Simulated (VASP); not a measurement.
Wanted: the native input for a VASP 6.6.1 run.

| Property | Result |
| --- | --- |
| Task | single point |
| Functional | PBE |
| Potentials or basis | VASP PAW PBE potentials, release 64 (Mg, O) |
| Cutoff | 520 eV |
| k mesh | 9 × 9 × 6 |
| Occupations | gaussian, width 0.05 eV |
| Spin | no spin polarisation |
| Dipole correction | no |
| Further INCAR settings | ALGO = Normal; EDIFF = 1e-06; NBANDS = 16 |

The structure of MgO lies in POSCAR:

```
MgO
1.0
    3.3805000000      0.0000000000      0.0000000000
   -1.6902500000      2.9275988775      0.0000000000
    0.0000000000      0.0000000000      4.2818000000
Mg O
2 2
Direct
    0.6666666667      0.3333333333      0.7500000000
    0.3333333333      0.6666666667      0.2500000000
    0.6666666667      0.3333333333      0.2500000000
    0.3333333333      0.6666666667      0.7500000000
```

One way to write it, as run:

INCAR

```
SYSTEM = MgO
ALGO = Normal
EDIFF = 1E-6
ENCUT = 520
GGA = PE
ISIF = 2
ISMEAR = 0
LASPH = .TRUE.
LCHARG = .FALSE.
LREAL = .FALSE.
LWAVE = .FALSE.
NBANDS = 16
NELM = 100
PREC = Accurate
SIGMA = 0.05
```

KPOINTS

```
k-points
0
G
  9 9 6
  0 0 0
```

Potentials or basis: VASP PAW PBE potentials, release 64 (Mg, O).

Launch:

```bash
$ cat potpaw_PBE.64/Mg/POTCAR potpaw_PBE.64/O/POTCAR > POTCAR
$ mpirun -np 1 vasp_std > vasp.out
```

Results of the run:

The pressure is 10.2 GPa and the band gap on the k mesh is 3.58 eV, direct.

Run time: 12 s on 1 thread of Intel(R) Xeon(R) 6975P-C (Granite Rapids), with other jobs on the host, peak memory 0.17 GiB.
